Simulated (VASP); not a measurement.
A run of VASP 6.6.1 is set up as follows.

INCAR

```
  PREC = Accurate
  ENCUT = 400
  EDIFF = 1E-6
  ISMEAR = 0
  SIGMA = 0.05
  LREAL = F
  LASPH = T
  NELM = 120
  ALGO = Normal
  ISIF = 2
  LWAVE = F
  LCHARG = F
  LDIPOL = T
  IDIPOL = 3
  DIPOL = 0.5 0.5 0.371
  GGA = PE
  IVDW = 12
  NBANDS = 38
  GGA_COMPAT = F
  NELMDL = -8
```

The input KPOINTS:

```
regular mesh
0
Gamma
  9 9 1
```

POSCAR

```
As
1.0
    3.5716243461      0.0000000000      0.0000000000
   -1.7858121731      3.0931174165      0.0000000000
    0.0000000000      0.0000000000     20.2951239530
As
4
Direct
    0.3333333333      0.6666666667      0.2217281358
    0.6666666667      0.3333333333      0.2905900940
    0.6666666667      0.3333333333      0.4517125393
    1.0000000000      0.0000000000      0.5205744975
```

Potentials or basis: VASP PAW PBE potentials, release 64 (As_d).

Launch:

```console
$ cat potpaw_PBE.64/As_d/POTCAR > POTCAR
$ mpirun -np 1 vasp_std > vasp.out
```

**Question.** What does it give for the dispersion energy per atom?

**Answer.** -0.272 eV.

**Question.** Predict the largest force.

**Answer.** 0.213 eV/Å.

**Question.** Estimate the band gap on the k mesh.

**Answer.** 0.75 eV (least direct gap 1.30 eV).

Forces in eV/Å, atoms in the order of the input:
```
As   0.000  0.000 -0.105
As   0.000  0.000 -0.213
As   0.000  0.000  0.213
As   0.000  0.000  0.105
```
